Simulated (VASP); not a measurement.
# Al (P1) in VASP: a run that goes wrong, beside a sound one

Two runs on Al: the first has a flaw, the second is sound.

All numbers are computed with VASP 6.6.1; they aren't measurements. Logs are shortened: lines on timing, memory, paths and dates and some standing lists are left out, and cuts for length are marked.

**1. The cell of the first run**

The typed cell holds 24 atoms: a = 5.625 Å, b = 5.625 Å, c = 14.601 Å, α = 90.00°, β = 90.00°, γ = 120.00°.

**2. A run with an altered input**

The input, INCAR:

```
SYSTEM = Al
ALGO = Normal
EDIFF = 1E-6
ENCUT = 280
GGA = PS
GGA_COMPAT = .FALSE.
ISIF = 2
ISMEAR = 1
ISYM = 0
KPAR = 7
LASPH = .TRUE.
LCHARG = .FALSE.
LREAL = Auto
LWAVE = .FALSE.
NELM = 66
PREC = Normal
ROPT = -0.00025
SIGMA = 0.1
```

The input, KPOINTS:

```
k-points
0
Gamma
  4 4 2
```

The input, POSCAR:

```
Al
1.0
    5.6249107030      0.0000000000      0.0000000000
   -2.8124553514      4.8713155628      0.0000000000
    0.0000000000      0.0000000000     14.6005500000
Al
24
Direct
    0.1715070000      0.3357820000      0.0861620000
    0.1552570000      0.3296260000      0.4147660000
    0.1644130000      0.3263800000      0.7534490000
    0.1705560000      0.8336220000      0.0817930000
    0.1588030000      0.8239060000      0.4142150000
    0.1668700000      0.8344240000      0.7477240000
    0.6803570000      0.3447430000      0.0806110000
    0.6610950000      0.3256580000      0.4122450000
    0.6749900000      0.3255030000      0.7507570000
    0.6599870000      0.8240180000      0.0844210000
    0.6672200000      0.8327600000      0.4181070000
    0.6712110000      0.8340220000      0.7486490000
    0.3317790000      0.1624720000      0.2513880000
    0.3335430000      0.1712170000      0.5836940000
    0.3300080000      0.1605870000      0.9157420000
    0.3269000000      0.6707510000      0.2500790000
    0.3400600000      0.6644880000      0.5835430000
    0.3306500000      0.6616500000      0.9182910000
    0.8285720000      0.1705940000      0.2454800000
    0.8284330000      0.1646970000      0.5823240000
    0.8282660000      0.1569870000      0.9132470000
    0.8415960000      0.6660680000      0.2481430000
    0.8260570000      0.6656840000      0.5847650000
    0.8342390000      0.6684030000      0.9147520000
```

Potentials or basis: VASP PAW PBE potentials, release 64 (Al).

The run is started by

```sh
$ cat potpaw_PBE.64/Al/POTCAR > POTCAR
$ mpirun -np 8 vasp_std > vasp.out
```

OUTCAR:

```text
M_divide: can not subdivide            8 nodes by           7
 M_divide: can not subdivide            8 nodes by           7
 M_divide: can not subdivide            8 nodes by           7
 M_divide: can not subdivide            8 nodes by           7
 M_divide: can not subdivide            8 nodes by           7
 M_divide: can not subdivide            8 nodes by           7
 M_divide: can not subdivide            8 nodes by           7
 M_divide: can not subdivide            8 nodes by           7
```

stdout:

```text
M_divide: can not subdivide            8 nodes by           7
 M_divide: can not subdivide            8 nodes by           7
 M_divide: can not subdivide            8 nodes by           7
 M_divide: can not subdivide            8 nodes by           7
 M_divide: can not subdivide            8 nodes by           7
 M_divide: can not subdivide            8 nodes by           7
 M_divide: can not subdivide            8 nodes by           7
 M_divide: can not subdivide            8 nodes by           7
```

Run time: 0.5 s. Hardware: 8 MPI ranks of Intel Xeon 6975P-C (Granite Rapids), shared host.

The input was rejected before any iteration. The fault, put in on purpose: k-point groups that do not divide the ranks (KPAR = 7).

**3. Single point, PBEsol (atoms moved at random)**

INCAR, as its differences from that of step 2:

```diff
@@ -9,3 +9,2 @@
 ISYM = 0
-KPAR = 7
 LASPH = .TRUE.
@@ -14,3 +13,3 @@
 LWAVE = .FALSE.
-NELM = 66
+NELM = 120
 PREC = Normal
```

KPOINTS is that of step 2.

POSCAR is that of step 2.

Potentials or basis: VASP PAW PBE potentials, release 64 (Al).

The run is started by

```sh
$ cat potpaw_PBE.64/Al/POTCAR > POTCAR
$ mpirun -np 8 vasp_std > vasp.out
```

Wall time 18 s (8 MPI ranks of Intel Xeon 6975P-C (Granite Rapids), shared host); peak memory 0.12 GiB.

Results (log left out):

- Free energy: -96.6256 eV
- Pressure: -1.7 GPa
- Largest force: 0.439 eV/Å
- Band gap on the k mesh: zero (bands 36 and 37 overlap by 2.79 eV)

Forces on the atoms (eV/Å):
```
Al   0.044 -0.202 -0.147
Al   0.281  0.020  0.010
Al   0.225  0.220 -0.188
Al  -0.039  0.209  0.045
Al   0.023  0.170  0.212
Al   0.132 -0.070  0.054
Al  -0.145 -0.315 -0.027
Al  -0.190  0.054  0.178
Al  -0.350  0.159 -0.047
Al   0.093  0.272 -0.083
Al  -0.085 -0.169 -0.120
Al  -0.093 -0.282  0.009
Al  -0.159  0.244 -0.136
Al  -0.011 -0.204 -0.092
Al   0.056  0.120  0.071
Al   0.405 -0.155  0.007
Al  -0.360  0.002 -0.044
Al   0.017 -0.056 -0.072
Al   0.200 -0.184  0.133
Al   0.085  0.134  0.044
Al  -0.010  0.141  0.262
Al  -0.436  0.050  0.015
Al   0.315  0.010 -0.094
Al   0.002 -0.171  0.010
```

Stress tensor (GPa, compression positive):
```
-0.97 -0.02 -0.03
-0.02 -1.03  0.04
-0.03  0.04 -3.06
```

Levels at points of the mesh, in eV from the Fermi level:
| k point | band 34 | band 35 | band 36 | band 37 | band 38 | band 39 |
| --- | --- | --- | --- | --- | --- | --- |
| (0.00, 0.00, 0.00) | -2.16 | -2.15 | -2.13 | -2.06 | -0.32 | -0.29 |
| (0.50, 0.00, 0.00) | 0.14 | 0.14 | 0.17 | 0.21 | 0.22 | 0.35 |
| (0.00, 0.50, 0.00) | 0.14 | 0.15 | 0.17 | 0.21 | 0.22 | 0.36 |
| (0.50, 0.50, 0.00) | 0.13 | 0.14 | 0.17 | 0.21 | 0.22 | 0.34 |
| (0.00, 0.00, 0.50) | -0.83 | -0.82 | -0.79 | -0.78 | -0.77 | -0.76 |
| (0.50, 0.00, 0.50) | -0.28 | -0.27 | -0.24 | 0.61 | 0.61 | 0.63 |
| (0.00, 0.50, 0.50) | -0.28 | -0.25 | -0.24 | 0.59 | 0.60 | 0.64 |
| (0.50, 0.50, 0.50) | -0.28 | -0.27 | -0.23 | 0.60 | 0.61 | 0.62 |

Caveat: the cell differs from its parent crystal (atoms moved at random); the cutoff is under 1.25 times the usual one of these potentials, so pressure, stress and relaxed cells hold a basis-set (Pulay) error; the PAW data sets were made with another functional, which shifts forces and pressure a little.
